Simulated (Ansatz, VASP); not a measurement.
W: VASP beside Ansatz

```
CELL_PARAMETERS angstrom
2.77385 0.00000 0.00000
-1.38693 2.40223 0.00000
0.00000 0.00000 9.84801
ATOMIC_POSITIONS crystal
W 0.00000 0.00000 0.00000
W 0.00000 0.00000 0.50000
W 0.33333 0.66667 0.25000
W 0.66667 0.33333 0.75000
```

Alike in both runs: task single point; functional BLYP; k mesh 14 × 14 × 4; occupations fermi-dirac, width 0.1 eV; no spin polarisation.

```csv
,VASP,Ansatz
version,VASP 6.6.1,Ansatz 0.2.0
potentials or method,"VASP PAW PBE potentials, release 64 (W_sv), cutoff 520 eV","plane waves (420 eV) with PAW, scalar-relativistic"
valence electrons in the cell,56,56
```

|  | VASP | Ansatz | Ansatz less VASP |
| --- | --- | --- | --- |
| pressure (GPa) | 13.0 | 11.3 | -1.69 |
| traceless stress, the component that is largest in VASP (GPa) | -2.06 | -1.72 | +0.345 |

VASP's potentials were made for PBE, not for BLYP.

Neither program's run includes spin-orbit coupling.
